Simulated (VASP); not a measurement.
# Al3BN2 in VASP: a series of runs

Runs on Al3BN2. Level: PBE. Tasks: single point.

Everything below comes from runs of VASP 6.6.1. Logs are shortened: lines on timing, memory, paths and dates and some standing lists are left out, and cuts for length are marked.

### 1 The cell of the first run

The structure is trigonal, space group P3m1 (No. 156). Conventional cell: a = 5.363 Å, b = 5.363 Å, c = 3.472 Å, α = 90.00°, β = 90.00°, γ = 120.00°. Within 3.0 Å of Al (site symmetry m) lie 2 B at 2.30 Å and 4 Al at 2.61 to 2.75 Å and 4 N at 2.92 to 2.93 Å. B (site symmetry 3m) has 6 Al at 2.30 Å within 3.0 Å. Within 1.5 Å of N (site symmetry 3m) lie 1 N at 1.14 Å. N (site symmetry 3m) has 1 N at 1.14 Å within 1.5 Å.

### 2 Single point, PBE

INCAR

```
PREC = Accurate ; ENCUT = 600
EDIFF = 1E-6 ; ISMEAR = 0
SIGMA = 0.15 ; LREAL = False
LASPH = True ; NELM = 120
ALGO = Normal ; ISIF = 2
LWAVE = False ; LCHARG = False
GGA = PE ; NBANDS = 20
GGA_COMPAT = False
```

KPOINTS

```
Automatic mesh
0
Gamma
  3 3 3
```

POSCAR

```
Al3BN2
1.0
    5.3630522413     -0.0000000033      0.0000000000
   -2.6815261178      4.6445394845      0.0000000000
    0.0000000000      0.0000000000      3.4722797856
Al B N
3 1 2
Direct
    0.8376083969      0.1623916031      0.4186309631
    0.8376083969      0.6752167937      0.4186309631
    0.3247832063      0.1623916031      0.4186309631
    0.0000000000      0.0000000000      0.9184877359
    0.3333333333      0.6666666667      0.0861944465
    0.3333333333      0.6666666667      0.7573344782
```

Potentials or basis: VASP PAW PBE potentials, release 64 (Al, B, N).

The run is started by

```console
$ cat potpaw_PBE.64/Al/POTCAR potpaw_PBE.64/B/POTCAR potpaw_PBE.64/N/POTCAR > POTCAR
$ mpirun -np 1 vasp_std > vasp.out
```

OUTCAR:

```text
PREC = Accurate
   ENCUT = 600
   EDIFF = 1E-6
   ISMEAR = 0
   LREAL = False
   LASPH = True
   NELM = 120
   ISIF = 2
   GGA = PE

 ion  position               nearest neighbor table
   1  0.838  0.162  0.419-   4 2.30   4 2.30   3 2.61   2 2.61   3 2.75   2 2.75
   2  0.838  0.675  0.419-   4 2.30   4 2.30   3 2.61   1 2.61   3 2.75   1 2.75
   3  0.325  0.162  0.419-   4 2.30   4 2.30   1 2.61   2 2.61   1 2.75   2 2.75
   4  0.000  0.000  0.918-   1 2.30   3 2.30   2 2.30   1 2.30   3 2.30   2 2.30
   5  0.333  0.667  0.086-   6 1.14
   6  0.333  0.667  0.757-   5 1.14

  LATTYP: Found a hexagonal cell.
 ALAT       =     5.3630522413
 C/A-ratio  =     0.6474447067

  Lattice vectors:

 A1 = (   5.3630522413,  -0.0000000033,   0.0000000000)
 A2 = (  -2.6815261178,   4.6445394845,   0.0000000000)
 A3 = (   0.0000000000,   0.0000000000,   3.4722797856)

Analysis of symmetry for initial positions (statically):
=====================================================================
 Subroutine PRICEL returns:
 Original cell was already a primitive cell.

 Routine SETGRP: Setting up the symmetry group for a
 hexagonal supercell.

 Subroutine GETGRP returns: Found  6 space group operations
 (whereof  6 operations were pure point group operations)
 out of a pool of 24 trial point group operations.

The static configuration has the point symmetry C_3v.

Analysis of symmetry for dynamics (positions and initial velocities):
=====================================================================
 Subroutine PRICEL returns:
 Original cell was already a primitive cell.

 Routine SETGRP: Setting up the symmetry group for a
 hexagonal supercell.

 Subroutine GETGRP returns: Found  6 space group operations
 (whereof  6 operations were pure point group operations)
 out of a pool of 24 trial point group operations.

The dynamic configuration has the point symmetry C_3v.

 Subroutine INISYM returns: Found  6 space group operations
 (whereof  6 operations are pure point group operations),
 and found     1 'primitive' translations

----------------------------------------------------------------------------------------

[... 80 lines left out ...]
   ENCUT  =  600.0 eV  44.10 Ry    6.64 a.u.  10.71 10.71  6.94*2*pi/ulx,y,z
   NELM   =    120;   NELMIN=  2; NELMDL= -5     # of ELM steps
   EDIFF  = 0.1E-05   stopping-criterion for ELM
   LREAL  =      F    real-space projection
   EDIFFG = 0.1E-04   stopping-criterion for IOM
   NSW    =      0    number of steps for IOM
   IBRION =     -1    ionic relax: 0-MD 1-quasi-New 2-CG
   NFREE  =      0    steps in history (QN), initial steepest desc. (CG)
   ISIF   =      2    stress and relaxation
   ISYM   =      2    0-nonsym 1-usesym 2-fastsym
   POTIM  = 0.5000    time-step for ionic-motion
   TEBEG  =    0.0;   TEEND  =   0.0 temperature during run
   PSTRESS=    0.0 pullay stress
   NELECT =      22.0000    total number of electrons
   NUPDOWN=      -1.0000    fix difference up-down
   EMIN   =  10.00;   EMAX   =-10.00  energy-range for DOS
   EFERMI =   0.00;   METHOD = LEGACY
   ISMEAR =     0;   SIGMA  =   0.15  broadening in eV -4-tet -1-fermi 0-gaus
   EFERMI_NEDOS =   21; number of points for ismear=-14 and -15
   IALGO  =     38    algorithm
   IMIX   =      4    mixing-type and parameters
     AMIX     =   0.40;   BMIX     =  1.00
     AMIX_MAG =   1.60;   BMIX_MAG =  1.00
  volume/ion in A,a.u.               =      14.42        97.28
  Fermi-wavevector in a.u.,A,eV,Ry     =   1.037272  1.960160 14.638956  1.075933
  Thomas-Fermi vector in A             =   2.171702
   LORBIT       =      0    0 simple, 1 ext, 2 COOP (PROOUT), +10 PAW based schemes
   GGA     = PE    functional components
   LHFCALC =     F    Hartree Fock is set to
   AEXX    =    0.0000 exact exchange contribution
   IVDW    =     0    specifies the selected vdW correction
   LEPSILON=     F    determine dielectric tensor
   LRPA    =     F    only Hartree local field effects (RPA)
 non-spin polarized calculation
 Gauss-broadening in eV      SIGMA  =   0.15
  energy-cutoff  :      600.00
  volume of cell :       86.49
 maximum number of plane-waves:      2906
 NGX is ok and might be reduce to    48
   NGX = 21   NGY = 21   NGZ = 13

 number of electron      21.9999999 magnetization

 Free energy of the ion-electron system (eV)
  ---------------------------------------------------
  ext. energy  EPLUGINS =         0.00000000
  ---------------------------------------------------
  free energy    TOTEN  =       -30.87977056 eV

  energy without entropy =      -30.82948474  energy(sigma->0) =      -30.85462765

 E-fermi :   5.0946     XC(G=0):  -9.8262

 val. band max:        5.0303500740   @ k =  -0.0000   0.3333   0.3333
 cond. band min:       5.1496034400   @ k =   0.3333   0.3333   0.3333
 fundamental gap:      0.1192533660
 Fermi energy:         5.0946314854

 k-point     1 :       0.0000    0.0000    0.0000
  band No.  band energies     occupation
      1     -17.2528      2.00000
      2      -5.0126      2.00000
      3      -2.2505      2.00000
      4      -1.9060      2.00000
      5      -1.9060      2.00000
      6      -1.5962      2.00000
[... 150 lines left out ...]
     19      11.5990      0.00000
     20      12.2038      0.00000

------------------------ aborting loop because EDIFF is reached ----------------------------------------

  FORCE on cell =-STRESS in cart. coord.  units (eV):
  Direction    XX          YY          ZZ          XY          YZ          ZX
  --------------------------------------------------------------------------------------
  -------------------------------------------------------------------------------------
  Total        0.0936252      0.0936252      1.0982770     -0.0000000      0.0000000     -0.0000000
  in kB        1.7343395      1.7343395     20.3447826     -0.0000000      0.0000000     -0.0000000
  external PRESSURE =       7.9378205 kB  Pullay stress =       0.0000000 kB

 VOLUME and BASIS-vectors are now :
 -----------------------------------------------------------------------------
  energy-cutoff  :      600.00
  volume of cell :       86.49
      direct lattice vectors                 reciprocal lattice vectors
     5.363052241 -0.000000003  0.000000000     0.186460984  0.107653299  0.000000000
    -2.681526118  4.644539485  0.000000000     0.000000000  0.215306599  0.000000000
     0.000000000  0.000000000  3.472279786     0.000000000  0.000000000  0.287995226

 POSITION                                       TOTAL-FORCE (eV/Angst)
 -----------------------------------------------------------------------------------
      4.05668      0.75423      1.45360         0.020313     -0.011728      0.005125
      2.68153      3.13607      1.45360         0.000000      0.023456      0.005125
      1.30637      0.75423      1.45360        -0.020313     -0.011728      0.005125
      0.00000      0.00000      3.18925        -0.000000     -0.000000     -0.000587
      0.00000      3.09636      0.29929         0.000000     -0.000000      0.914343
      0.00000      3.09636      2.62968         0.000000     -0.000000     -0.929131
 -----------------------------------------------------------------------------------
    total drift:                                0.000001     -0.000000      0.000606

  FREE ENERGIE OF THE ION-ELECTRON SYSTEM (eV)
  ---------------------------------------------------
  free  energy   TOTEN  =       -30.8797705632 eV

  energy  without entropy=      -30.8294847368  energy(sigma->0) =      -30.85462765
```

Wall time 28 s (1 thread of Intel Xeon 8259CL, shared host); peak memory 0.23 GiB.

Results:

| Property | Result |
| --- | --- |
| Free energy | -30.8798 eV |
| Pressure | 0.8 GPa |
| Largest force | 0.929 eV/Å |
| Band gap on the k mesh | zero (band 11 reaches 6.21 eV, above the bottom of band 12 at 4.42 eV) |

Forces in eV/Å, atoms in the order of the input:
```
Al   0.020 -0.012  0.005
Al   0.000  0.023  0.005
Al  -0.020 -0.012  0.005
B    0.000  0.000 -0.001
N    0.000  0.000  0.914
N    0.000  0.000 -0.929
```

Levels at points of the mesh, in eV from the Fermi level:
| k point | band 7 | band 8 | band 9 | band 10 | band 11 | band 12 | band 13 | band 14 |
| --- | --- | --- | --- | --- | --- | --- | --- | --- |
| (0.00, 0.00, 0.00) | -4.19 | -3.38 | -3.38 | -0.62 | 0.80 | 0.80 | 2.95 | 3.04 |

Caveat: the k points lie up to 0.60 Å⁻¹ apart; the standard files for N, O and F lose accuracy on very short bonds.

### 3 Single point, PBE

This run uses another cell than the first one, of 18.02 Å³/atom, 1.250 times its volume.

INCAR

```
SYSTEM = Al3BN2
PREC     = Accurate       ! precision mode
ENCUT    = 600            ! plane-wave cutoff, eV
EDIFF    = 1E-6           ! SCF threshold, eV
ISMEAR   = 0              ! smearing method
SIGMA    = 0.15           ! smearing width, eV
LREAL    = .False.        ! projectors in reciprocal space
LASPH    = .True.         ! aspherical terms in the spheres
NELM     = 120            ! most SCF steps
ALGO     = Normal         ! electronic algorithm
ISIF     = 2              ! what is computed and relaxed
LWAVE    = .False.        ! write WAVECAR
LCHARG   = .False.        ! write CHGCAR
GGA      = PE             ! functional
NBANDS   = 20             ! bands
GGA_COMPAT= .False.
```

KPOINTS

```
regular mesh
0
Gamma
  4 4 2
  0 0 0
```

POSCAR

```
Al3BN2
1.0
    3.7984500599     -0.0000000029      0.0000000000
   -1.8992250274      3.2895542483      0.0000000000
    0.0000000000      0.0000000000      8.6531383692
Al B N
3 1 2
Direct
    0.3333333333      0.6666666667      0.0000000000
    0.3333333333      0.6666666667      0.3025986036
    0.3333333333      0.6666666667      0.6974013964
    0.0000000000      0.0000000000      0.0000000000
    0.3333333333      0.6666666667      0.5000000000
    0.6666666667      0.3333333333      0.0000000000
```

Potentials or basis: VASP PAW PBE potentials, release 64 (Al, B, N).

The run is started by

```console
$ cat potpaw_PBE.64/Al/POTCAR potpaw_PBE.64/B/POTCAR potpaw_PBE.64/N/POTCAR > POTCAR
$ mpirun -np 1 vasp_std > vasp.out
```

Wall time 41 s (1 thread of Intel Xeon 8259CL, shared host); peak memory 0.24 GiB.

It converged, with:

```yaml
Free_energy: -27.4068 eV
Pressure: -0.1 GPa
Largest_force: 0.017 eV/Å
Band_gap_on_the_k_mesh: zero (band 11 reaches 2.92 eV, above the bottom of band 12 at 2.63 eV)
```

Forces in eV/Å, atoms in the order of the input:
```
Al   0.000  0.000  0.000
Al   0.000  0.000 -0.017
Al   0.000  0.000  0.017
B    0.000  0.000  0.000
N    0.000  0.000  0.000
N    0.000  0.000  0.000
```

Stress tensor (GPa, compression positive):
```
-0.22  0.00  0.00
 0.00 -0.22  0.00
 0.00  0.00  0.27
```

Levels at points of the mesh, in eV from the Fermi level:
```
           k point  band 8  band 9  band 10  band 11  band 12  band 13  band 14  band 15
(0.00, 0.00, 0.00)   -2.26   -0.25    -0.25    -0.03    -0.03     0.29     2.86     2.86
(0.50, 0.00, 0.00)   -2.20   -1.94    -0.55    -0.48     0.89     2.34     2.60     3.09
(0.00, 0.00, 0.50)   -0.83   -0.73    -0.19    -0.19    -0.10    -0.10     2.29     3.55
(0.50, 0.00, 0.50)   -2.75   -1.67    -0.56     0.19     0.86     1.12     3.31     3.44
```

Caveat: the k points lie up to 0.48 Å⁻¹ apart.
